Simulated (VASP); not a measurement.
Write the native input for VASP 6.6.1 that does the following.

```yaml
Task: single point
Functional: PBE
Dispersion: D3(BJ)
Potentials_or_basis: VASP PAW PBE potentials, release 64 (Zn)
Cutoff: 520 eV
k_mesh: 18 × 18 × 8
Occupations: gaussian, width 0.1 eV
Spin: no spin polarisation
Dipole_correction: no
Further_INCAR_settings: ALGO = Normal; EDIFF = 1e-06; NBANDS = 19
```

The structure of Zn lies in POSCAR:

```
Zn
1.0
    2.6159525064      0.0000000000      0.0000000000
   -1.3079762532      2.2654813256      0.0000000000
    0.0000000000      0.0000000000      4.8112289884
Zn
2
Direct
    0.3333333333      0.6666666667      0.2500000000
    0.6666666667      0.3333333333      0.7500000000
```

These files were run (other wordings do the same):

INCAR

```
ALGO     = Normal         # electronic algorithm
EDIFF    = 1E-6           # SCF threshold, eV
ENCUT    = 520            # plane-wave cutoff, eV
GGA      = PE             # functional
ISIF     = 2              # what is computed and relaxed
ISMEAR   = 0              # smearing method
IVDW     = 12             # dispersion correction
LASPH    = T              # aspherical terms in the spheres
LCHARG   = F              # write CHGCAR
LREAL    = F              # projectors in reciprocal space
LWAVE    = F              # write WAVECAR
NBANDS   = 19             # bands
NELM     = 100            # most SCF steps
PREC     = Accurate       # precision mode
SIGMA    = 0.1            # smearing width, eV
```

KPOINTS

```
k-points
0
Gamma
  18 18 8
```

Potentials or basis: VASP PAW PBE potentials, release 64 (Zn).

Command:

```bash
$ cat potpaw_PBE.64/Zn/POTCAR > POTCAR
$ mpirun -np 1 vasp_std > vasp.out
```

It gave:

```json
{
 "Pressure": "0.5 GPa",
 "Band gap on the k mesh": "zero (band 12 reaches 5.21 eV, above the bottom of band 13 at 0.71 eV)",
 "Dispersion energy per atom": "-0.430 eV"
}
```

Caveat: pairwise dispersion overbinds metals, which lowers pressure and volume.

It took 52 s on 1 thread of Intel(R) Xeon(R) Platinum 8259CL CPU @ 2.50GHz (Skylake/Cascade Lake) (shared host), peak memory 0.21 GiB.
